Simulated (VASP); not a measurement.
# CsBa3 (Fm-3m) in VASP: notebook

Runs on CsBa3. Level: PBE. Tasks: single point, relaxation of cell and atoms.

All numbers are computed with VASP 6.6.1; they aren't measurements. Logs are shortened: lines on timing, memory, paths and dates and some standing lists are left out, and cuts for length are marked.

### Step 1. The cell of the first run

It takes space group Fm-3m (No. 225, cubic). The conventional cell has a = 10.443 Å, b = 10.443 Å, c = 10.443 Å, α = 90.00°, β = 90.00°, γ = 90.00°.

### Step 2. Single point, PBE

Contents of INCAR:

```
ALGO = Normal ; EDIFF = 1E-7
ENCUT = 520 ; GGA = PE
ISIF = 2 ; ISMEAR = 0
LASPH = True ; LCHARG = False
LREAL = False ; LWAVE = False
NBANDS = 28 ; NELM = 80
PREC = Accurate ; SIGMA = 0.1
```

Contents of KPOINTS:

```
k-points
0
Gamma
  4 4 4
```

Contents of POSCAR:

```
CsBa3
1.0
    0.0000000000      5.2212840000      5.2212840000
    5.2212840000      0.0000000000      5.2212840000
    5.2212840000      5.2212840000      0.0000000000
Cs Ba
1 3
Direct
    0.0000000000      0.0000000000      0.0000000000
    0.2500000000      0.2500000000      0.2500000000
    0.7500000000      0.7500000000      0.7500000000
    0.5000000000      0.5000000000      0.5000000000
```

Potentials or basis: VASP PAW PBE potentials, release 64 (Cs_sv, Ba_sv).

Run with:

```bash
$ cat potpaw_PBE.64/Cs_sv/POTCAR potpaw_PBE.64/Ba_sv/POTCAR > POTCAR
$ mpirun -np 1 vasp_std > vasp.out
```

OUTCAR:

```text
EDIFF = 1E-7
   ENCUT = 520
   GGA = PE
   ISIF = 2
   ISMEAR = 0
   LASPH = True
   LREAL = False
   NELM = 80
   PREC = Accurate

 ion  position               nearest neighbor table
   1  0.000  0.000  0.000-
   2  0.250  0.250  0.250-   4 4.52   4 4.52   4 4.52   4 4.52
   3  0.750  0.750  0.750-   4 4.52   4 4.52   4 4.52   4 4.52
   4  0.500  0.500  0.500-   2 4.52   2 4.52   2 4.52   3 4.52   3 4.52   3 4.52   3 4.52   2 4.52

  LATTYP: Found a face centered cubic cell.
 ALAT       =    10.4425680000

  Lattice vectors:

 A1 = (   0.0000000000,   5.2212840000,   5.2212840000)
 A2 = (   5.2212840000,   0.0000000000,   5.2212840000)
 A3 = (   5.2212840000,   5.2212840000,   0.0000000000)

Analysis of symmetry for initial positions (statically):
=====================================================================
 Subroutine PRICEL returns:
 Original cell was already a primitive cell.

 Routine SETGRP: Setting up the symmetry group for a
 face centered cubic supercell.

 Subroutine GETGRP returns: Found 48 space group operations
 (whereof 48 operations were pure point group operations)
 out of a pool of 48 trial point group operations.

The static configuration has the point symmetry O_h .

Analysis of symmetry for dynamics (positions and initial velocities):
=====================================================================
 Subroutine PRICEL returns:
 Original cell was already a primitive cell.

 Routine SETGRP: Setting up the symmetry group for a
 face centered cubic supercell.

 Subroutine GETGRP returns: Found 48 space group operations
 (whereof 48 operations were pure point group operations)
 out of a pool of 48 trial point group operations.

The dynamic configuration has the point symmetry O_h .

 Subroutine INISYM returns: Found 48 space group operations
 (whereof 48 operations are pure point group operations),
 and found     1 'primitive' translations

----------------------------------------------------------------------------------------

                                     Primitive cell

  volume of cell :     284.6833

  direct lattice vectors                    reciprocal lattice vectors
     0.000000000  5.221284000  5.221284000    -0.095761885  0.095761885  0.095761885
     5.221284000  0.000000000  5.221284000     0.095761885 -0.095761885  0.095761885
     5.221284000  5.221284000  0.000000000     0.095761885  0.095761885 -0.095761885

  length of vectors
     7.384010646  7.384010646  7.384010646     0.165864451  0.165864451  0.165864451

  position of ions in fractional coordinates (direct lattice)
     0.000000000  0.000000000  0.000000000
     0.250000000  0.250000000  0.250000000
     0.750000000  0.750000000  0.750000000
     0.500000000  0.500000000  0.500000000

  ion indices of the primitive-cell ions
   primitive index   ion index
                 1           1
                 2           2
                 3           3
                 4           4

----------------------------------------------------------------------------------------

 KPOINTS: k-points

Automatic generation of k-mesh.
 Grid dimensions read from file:
 generate k-points for:    4    4    4

 Generating k-lattice:

  Cartesian coordinates                     Fractional coordinates (reciprocal lattice)
    -0.023940471  0.023940471  0.023940471     0.250000000  0.000000000  0.000000000
     0.023940471 -0.023940471  0.023940471     0.000000000  0.250000000  0.000000000
     0.023940471  0.023940471 -0.023940471     0.000000000  0.000000000  0.250000000

  Length of vectors
     0.041466113  0.041466113  0.041466113

  Shift w.r.t. Gamma in fractional coordinates (k-lattice)
     0.000000000  0.000000000  0.000000000

 Subroutine IBZKPT returns following result:
 ===========================================

 Found      8 irreducible k-points:

 Following reciprocal coordinates:
            Coordinates               Weight
  0.000000  0.000000  0.000000      1.000000
  0.250000  0.000000  0.000000      8.000000
  0.500000  0.000000  0.000000      4.000000
  0.250000  0.250000  0.000000      6.000000
  0.500000  0.250000  0.000000     24.000000
 -0.250000  0.250000  0.000000     12.000000
  0.500000  0.500000  0.000000      3.000000
 -0.250000  0.500000  0.250000      6.000000
   k-points           NKPTS =      8   k-points in BZ     NKDIM =      8   number of bands    NBANDS=     28
   number of dos      NEDOS =    301   number of ions     NIONS =      4
   total plane-waves  NPLWV = 175616
   dimension x,y,z NGX =    56 NGY =   56 NGZ =   56
   dimension x,y,z NGXF=   112 NGYF=  112 NGZF=  112
   ions per type =               1   3
   NGX,Y,Z   is equivalent  to a cutoff of  12.61, 12.61, 12.61 a.u.
   NGXF,Y,Z  is equivalent  to a cutoff of  25.22, 25.22, 25.22 a.u.
 SYSTEM =  unknown system
   PREC   = accura    normal or accurate (medium, high low for compatibility)
   ISTART =      0    job   : 0-new  1-cont  2-samecut
   ICHARG =      2    charge: 1-file 2-atom 10-const
   ISPIN  =      1    spin polarized calculation?
   LNONCOLLINEAR =      F non collinear calculations
   LSORBIT =      F    spin-orbit coupling
   LASPH  =      T    aspherical Exc in radial PAW
   ENCUT  =  520.0 eV  38.22 Ry    6.18 a.u.  13.73 13.73 13.73*2*pi/ulx,y,z
   NELM   =     80;   NELMIN=  2; NELMDL= -5     # of ELM steps
   EDIFF  = 0.1E-06   stopping-criterion for ELM
   LREAL  =      F    real-space projection
   EDIFFG = 0.1E-05   stopping-criterion for IOM
   NSW    =      0    number of steps for IOM
   IBRION =     -1    ionic relax: 0-MD 1-quasi-New 2-CG
   NFREE  =      0    steps in history (QN), initial steepest desc. (CG)
   ISIF   =      2    stress and relaxation
   ISYM   =      2    0-nonsym 1-usesym 2-fastsym
   POTIM  = 0.5000    time-step for ionic-motion
   TEBEG  =    0.0;   TEEND  =   0.0 temperature during run
   PSTRESS=    0.0 pullay stress
   NELECT =      39.0000    total number of electrons
   NUPDOWN=      -1.0000    fix difference up-down
   EMIN   =  10.00;   EMAX   =-10.00  energy-range for DOS
   EFERMI =   0.00;   METHOD = LEGACY
   ISMEAR =     0;   SIGMA  =   0.10  broadening in eV -4-tet -1-fermi 0-gaus
   EFERMI_NEDOS =   21; number of points for ismear=-14 and -15
   IALGO  =     38    algorithm
   IMIX   =      4    mixing-type and parameters
     AMIX     =   0.40;   BMIX     =  1.00
     AMIX_MAG =   1.60;   BMIX_MAG =  1.00
  volume/ion in A,a.u.               =      71.17       480.28
  Fermi-wavevector in a.u.,A,eV,Ry     =   0.843935  1.594806  9.690429  0.712226
  Thomas-Fermi vector in A             =   1.958883
   LORBIT       =      0    0 simple, 1 ext, 2 COOP (PROOUT), +10 PAW based schemes
   GGA     = PE    functional components
   LHFCALC =     F    Hartree Fock is set to
   AEXX    =    0.0000 exact exchange contribution
   IVDW    =     0    specifies the selected vdW correction
   LEPSILON=     F    determine dielectric tensor
   LRPA    =     F    only Hartree local field effects (RPA)
 non-spin polarized calculation
 Gauss-broadening in eV      SIGMA  =   0.10
  energy-cutoff  :      520.00
  volume of cell :      284.68
 maximum number of plane-waves:      7727
 NGX is ok and might be reduce to    56
   NGX = 27   NGY = 27   NGZ = 27

 number of electron      39.0000000 magnetization

 Free energy of the ion-electron system (eV)
  ---------------------------------------------------
  ext. energy  EPLUGINS =         0.00000000
  ---------------------------------------------------
  free energy    TOTEN  =        -5.95942468 eV

  energy without entropy =       -5.90617801  energy(sigma->0) =       -5.93280135

 E-fermi :   1.3248     XC(G=0):  -6.9767

 val. band max:        1.3019529385   @ k =   0.2500   0.2500   0.0000
 cond. band min:       1.3445305308   @ k =  -0.2500   0.2500   0.0000
 fundamental gap:      0.0425775923
 Fermi energy:         1.3247615457

 k-point     1 :       0.0000    0.0000    0.0000
  band No.  band energies     occupation
      1     -27.9337      2.00000
      2     -27.9276      2.00000
      3     -27.7834      2.00000
      4     -21.4801      2.00000
      5     -13.1043      2.00000
      6     -13.1043      2.00000
[... 20 lines left out ...]
     27       3.3410      0.00000
     28       3.3410      0.00000

 k-point     2 :       0.2500    0.0000    0.0000
  band No.  band energies     occupation
      1     -27.9324      2.00000
      2     -27.9282      2.00000
      3     -27.7840      2.00000
      4     -21.4802      2.00000
      5     -13.1266      2.00000
      6     -13.1217      2.00000
[... 20 lines left out ...]
     27       3.0234      0.00000
     28       3.3701      0.00000

 k-point     3 :       0.5000    0.0000    0.0000
  band No.  band energies     occupation
      1     -27.9302      2.00000
      2     -27.9298      2.00000
      3     -27.7846      2.00000
      4     -21.4803      2.00000
      5     -13.1304      2.00000
      6     -13.1304      2.00000
[... 20 lines left out ...]
     27       2.5251      0.00000
     28       2.5251      0.00000

 k-point     4 :       0.2500    0.2500    0.0000
  band No.  band energies     occupation
      1     -27.9321      2.00000
      2     -27.9283      2.00000
      3     -27.7842      2.00000
      4     -21.4802      2.00000
      5     -13.1438      2.00000
      6     -13.1438      2.00000
[... 20 lines left out ...]
     27       3.1988      0.00000
     28       3.4887      0.00000

 k-point     5 :       0.5000    0.2500    0.0000
  band No.  band energies     occupation
      1     -27.9305      2.00000
      2     -27.9293      2.00000
      3     -27.7848      2.00000
      4     -21.4803      2.00000
      5     -13.1508      2.00000
      6     -13.1459      2.00000
[... 20 lines left out ...]
     27       2.7720      0.00000
     28       2.9678      0.00000

 k-point     6 :      -0.2500    0.2500    0.0000
  band No.  band energies     occupation
      1     -27.9310      2.00000
      2     -27.9290      2.00000
      3     -27.7846      2.00000
      4     -21.4802      2.00000
      5     -13.1408      2.00000
      6     -13.1334      2.00000
[... 20 lines left out ...]
     27       2.7010      0.00000
     28       3.2252      0.00000

 k-point     7 :       0.5000    0.5000    0.0000
  band No.  band energies     occupation
      1     -27.9306      2.00000
      2     -27.9290      2.00000
      3     -27.7851      2.00000
      4     -21.4803      2.00000
      5     -13.1649      2.00000
      6     -13.1649      2.00000
[... 20 lines left out ...]
     27       3.1157      0.00000
     28       3.1157      0.00000

 k-point     8 :      -0.2500    0.5000    0.2500
  band No.  band energies     occupation
      1     -27.9298      2.00000
      2     -27.9298      2.00000
      3     -27.7851      2.00000
      4     -21.4803      2.00000
      5     -13.1639      2.00000
      6     -13.1199      2.00000
[... 20 lines left out ...]
     27       2.5537      0.00000
     28       2.9419      0.00000

------------------------ aborting loop because EDIFF is reached ----------------------------------------

  FORCE on cell =-STRESS in cart. coord.  units (eV):
  Direction    XX          YY          ZZ          XY          YZ          ZX
  --------------------------------------------------------------------------------------
  -------------------------------------------------------------------------------------
  Total        0.1277634      0.1277634      0.1277634      0.0000000     -0.0000000      0.0000000
  in kB        0.7190435      0.7190435      0.7190435      0.0000000     -0.0000000      0.0000000
  external PRESSURE =       0.7190435 kB  Pullay stress =       0.0000000 kB

 VOLUME and BASIS-vectors are now :
 -----------------------------------------------------------------------------
  energy-cutoff  :      520.00
  volume of cell :      284.68
      direct lattice vectors                 reciprocal lattice vectors
     0.000000000  5.221284000  5.221284000    -0.095761885  0.095761885  0.095761885
     5.221284000  0.000000000  5.221284000     0.095761885 -0.095761885  0.095761885
     5.221284000  5.221284000  0.000000000     0.095761885  0.095761885 -0.095761885

 POSITION                                       TOTAL-FORCE (eV/Angst)
 -----------------------------------------------------------------------------------
      0.00000      0.00000      0.00000        -0.000000     -0.000000     -0.000000
      2.61064      2.61064      2.61064        -0.000000     -0.000000      0.000000
      7.83193      7.83193      7.83193         0.000000      0.000000      0.000000
      5.22128      5.22128      5.22128        -0.000000     -0.000000     -0.000000
 -----------------------------------------------------------------------------------
    total drift:                               -0.000000      0.000000      0.000000

  FREE ENERGIE OF THE ION-ELECTRON SYSTEM (eV)
  ---------------------------------------------------
  free  energy   TOTEN  =        -5.9594246833 eV

  energy  without entropy=       -5.9061780148  energy(sigma->0) =       -5.93280135
```

Wall time 2.7 min (1 thread of Intel Xeon 8259CL, shared host); peak memory 0.43 GiB.

What came out:

```yaml
Free_energy: -5.9594 eV
Pressure: 0.1 GPa
Band_gap_on_the_k_mesh: zero (an odd number of electrons rules out a gap without spin polarisation)
```

Caveat: spin-orbit coupling is left out, which moves the levels of the heavy elements.

### Step 3. Single point, PBE

Contents of INCAR:

```
ALGO = Fast ; EDIFF = 1E-6
ENCUT = 520 ; GGA = PE
ISIF = 2 ; ISMEAR = 0
LASPH = True ; LCHARG = True
LELF = True ; LREAL = False
LVHAR = True ; LWAVE = False
NBANDS = 28 ; NELM = 100
PREC = Accurate ; SIGMA = 0.1
```

Contents of KPOINTS:

```
k-points
0
Gamma
  8 8 8
```

POSCAR is that of step 2.

Potentials or basis: VASP PAW PBE potentials, release 64 (Cs_sv, Ba_sv).

Run with:

```bash
$ cat potpaw_PBE.64/Cs_sv/POTCAR potpaw_PBE.64/Ba_sv/POTCAR > POTCAR
$ mpirun -np 1 vasp_std > vasp.out
```

It took 11 min on 1 thread of Intel Xeon 8259CL, shared host; peak memory 0.56 GiB.

The run converged. Its results:

```
Free energy            : -5.9623 eV
Pressure               : 0.0 GPa
Band gap on the k mesh : zero (an odd number of electrons rules out a gap without spin polarisation)
```

Levels at points of the mesh, in eV from the Fermi level:
| k point | band 16 | band 17 | band 18 | band 19 | band 20 | band 21 | band 22 | band 23 | band 24 | band 25 |
| --- | --- | --- | --- | --- | --- | --- | --- | --- | --- | --- |
| (0.00, 0.00, 0.00) | -9.71 | -2.51 | -0.28 | -0.28 | 0.58 | 0.58 | 0.58 | 0.59 | 0.59 | 0.59 |
| (0.50, 0.00, 0.00) | -9.70 | -1.28 | -1.03 | 0.33 | 0.33 | 0.37 | 0.43 | 0.43 | 0.78 | 0.78 |
| (0.50, 0.50, 0.00) | -9.70 | -0.89 | -0.85 | -0.75 | -0.44 | 0.66 | 0.76 | 0.76 | 1.11 | 1.11 |

Caveat: spin-orbit coupling is left out, which moves the levels of the heavy elements.

### Step 4. Relaxation of cell and atoms, PBE

Contents of INCAR:

```
SYSTEM = CsBa3
ALGO = Fast
EDIFF = 1E-7
EDIFFG = -0.01
ENCUT = 600
GGA = PE
IBRION = 2
ISIF = 3
ISMEAR = 0
LASPH = .True.
LCHARG = .False.
LREAL = .False.
LWAVE = .False.
NELM = 60
NSW = 100
PREC = Accurate
SIGMA = 0.1
```

Contents of KPOINTS:

```
k-points
0
Gamma
  8 8 8
  0 0 0
```

POSCAR is that of step 3.

Potentials or basis: VASP PAW PBE potentials, release 64 (Cs_sv, Ba_sv).

Run with:

```bash
$ cat potpaw_PBE.64/Cs_sv/POTCAR potpaw_PBE.64/Ba_sv/POTCAR > POTCAR
$ mpirun -np 1 vasp_std > vasp.out
```

OUTCAR:

```text
SYSTEM = CsBa3
   EDIFF = 1E-7
   EDIFFG = -0.01
   ENCUT = 600
   GGA = PE
   IBRION = 2
   ISIF = 3
   ISMEAR = 0
   LASPH = .True.
   LREAL = .False.
   NELM = 60
   NSW = 100
   PREC = Accurate

 ion  position               nearest neighbor table
   1  0.000  0.000  0.000-
   2  0.250  0.250  0.250-   4 4.52   4 4.52   4 4.52   4 4.52
   3  0.750  0.750  0.750-   4 4.52   4 4.52   4 4.52   4 4.52
   4  0.500  0.500  0.500-   2 4.52   2 4.52   2 4.52   3 4.52   3 4.52   3 4.52   3 4.52   2 4.52

  LATTYP: Found a face centered cubic cell.
[... 873 lines left out ...]
  --------------------------------------------------------------------------------------
  -------------------------------------------------------------------------------------
  Total        0.0343710      0.0343710      0.0343710      0.0000000      0.0000000      0.0000000
  in kB        0.1928692      0.1928692      0.1928692      0.0000000      0.0000000      0.0000000
  external PRESSURE =       0.1928692 kB  Pullay stress =       0.0000000 kB

 VOLUME and BASIS-vectors are now :
 -----------------------------------------------------------------------------
  energy-cutoff  :      600.00
  volume of cell :      285.52
      direct lattice vectors                 reciprocal lattice vectors
     0.000000000  5.226405970  5.226405970    -0.095668037  0.095668037  0.095668037
     5.226405970  0.000000000  5.226405970     0.095668037 -0.095668037  0.095668037
     5.226405970  5.226405970 -0.000000000     0.095668037  0.095668037 -0.095668037

 POSITION                                       TOTAL-FORCE (eV/Angst)
 -----------------------------------------------------------------------------------
      5.22641      5.22641     -0.00000         0.000000     -0.000000     -0.000000
      2.61320      2.61320      2.61320        -0.000000     -0.000000     -0.000000
      7.83961      7.83961      7.83961         0.000000      0.000000      0.000000
      5.22641      5.22641      5.22641         0.000000     -0.000000     -0.000000
 -----------------------------------------------------------------------------------
    total drift:                                0.000000      0.000000     -0.000000

  FREE ENERGIE OF THE ION-ELECTRON SYSTEM (eV)
  ---------------------------------------------------
  free  energy   TOTEN  =        -5.9627790484 eV

  energy  without entropy=       -5.9192568676  energy(sigma->0) =       -5.94101796

 reached required accuracy - stopping structural energy minimisation
```

CONTCAR:

```text
CsBa3
   1.00000000000000
     0.0000000000000000    5.2264059697767014    5.2264059697767014
     5.2264059697767014    0.0000000000000000    5.2264059697767014
     5.2264059697767014    5.2264059697767014   -0.0000000000000000
  Cs              Ba
     1     3
Direct
     0.0000000000000000    0.0000000000000000    1.0000000000000000
     0.2500000000000000    0.2500000000000000    0.2500000000000000
     0.7500000000000000    0.7500000000000000    0.7500000000000000
     0.5000000000000000    0.5000000000000000    0.5000000000000000

  0.00000000E+00  0.00000000E+00  0.00000000E+00
  0.00000000E+00  0.00000000E+00  0.00000000E+00
  0.00000000E+00  0.00000000E+00  0.00000000E+00
  0.00000000E+00  0.00000000E+00  0.00000000E+00
```

Wall time 32 min (1 thread of Intel Xeon 8259CL, shared host); peak memory 0.65 GiB.

Results:

* Free energy: -5.9628 eV
* Relaxed volume: 71.38 Å³/atom
* Relaxed cell: a = 7.391 Å, b = 7.391 Å, c = 7.391 Å, α = 60.00°, β = 60.00°, γ = 60.00°
* Space group after relaxing (to 0.1 Å): Fm-3m (No. 225)
* Energy gained by relaxing: 0.0 meV/atom
* Ionic steps: 2
* Pressure after relaxing: 0.0 GPa
* Band gap on the k mesh: zero (an odd number of electrons rules out a gap without spin polarisation)

The path:
```csv
step,energy change (eV),largest force (eV/Å),pressure (GPa),volume (Å³)
1,0.0000,0.0000,0.05,284.68
2,-0.0002,0.0000,0.02,285.52
```

Final structure:
```cif
data_structure
_symmetry_space_group_name_H-M 'P 1'
_symmetry_Int_Tables_number 1
_cell_length_a 7.3913
_cell_length_b 7.3913
_cell_length_c 7.3913
_cell_angle_alpha 60.000
_cell_angle_beta 60.000
_cell_angle_gamma 60.000
_cell_volume 285.52
loop_
_atom_site_label
_atom_site_type_symbol
_atom_site_fract_x
_atom_site_fract_y
_atom_site_fract_z
_atom_site_occupancy
Cs1 Cs 0.00000 0.00000 0.00000 1
Ba1 Ba 0.25000 0.25000 0.25000 1
Ba2 Ba 0.75000 0.75000 0.75000 1
Ba3 Ba 0.50000 0.50000 0.50000 1
```

Caveat: spin-orbit coupling is left out, which moves the levels of the heavy elements.

### Step 5. Summary

| task | cell | k mesh | cutoff (eV) | gap on the mesh (eV) | pressure (GPa) |
| --- | --- | --- | --- | --- | --- |
| single point | as given | 4 × 4 × 4 | 520 | none | 0.1 |
| single point | as given | 8 × 8 × 8 | 520 | none | 0.0 |
| relaxation of cell and atoms | relaxed | 8 × 8 × 8 | 600 | none | 0.0 |

Alike in all rows: level PBE; potentials or basis VASP PAW PBE potentials, release 64 (Cs_sv, Ba_sv); no spin polarisation; smearing gaussian 0.1 eV.

Caveats: spin-orbit coupling is left out, which moves the levels of the heavy elements.

Total energies depend on the potentials used, so only differences within one code and one set of settings carry meaning.
